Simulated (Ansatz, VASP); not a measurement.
**EuS: VASP beside Ansatz**

```
CELL_PARAMETERS angstrom
0.00000 2.97850 2.97850
2.97850 0.00000 2.97850
2.97850 2.97850 0.00000
ATOMIC_POSITIONS crystal
Eu 0.00000 0.00000 0.00000
S 0.50000 0.50000 0.50000
```

Alike in both runs: task relaxation of cell and atoms; functional B3LYP; k mesh 4 × 4 × 4; occupations fermi-dirac, width 0.05 eV; collinear spin.

|  | VASP | Ansatz |
| --- | --- | --- |
| version | VASP 6.6.1 | Ansatz 0.2.0 |
| potentials or method | VASP PAW PBE potentials, release 64 (Eu, S) | Ansatz PAW |
| plane-wave cutoff (eV) | 600 | 420 |
| valence electrons in the cell | 23 | 23 |

|  | VASP | Ansatz | Ansatz less VASP |
| --- | --- | --- | --- |
| gap on the k mesh at the Fermi level, each at its own relaxed structure (eV) | 1.16 | 1.32 | +0.156 |
| net moment per atom (μB) | 3.50 | 3.50 | 0.000 |
| size of the moment on the site where the two differ most (μB) | 6.72 | 6.89 | +0.171 |
| relaxed volume (Å³/atom) | 27.66 | 27.78 | +0.118 |
| relaxed length of the cell vector where the two differ most in proportion (Å) | 4.277 | 4.283 | +0.0061 |

VASP's potentials were made for PBE, not for B3LYP. Site moments also hang on the region over which each program counts them.

The k mesh is coarse, so the values compare programs but aren't converged. Spin-orbit coupling is off throughout. Noted on Ansatz's run: the magnetic or orbital state may not be the lowest; the plane-wave basis is chosen anew once the cell has moved, so the energies of steps on either side of that aren't comparable.
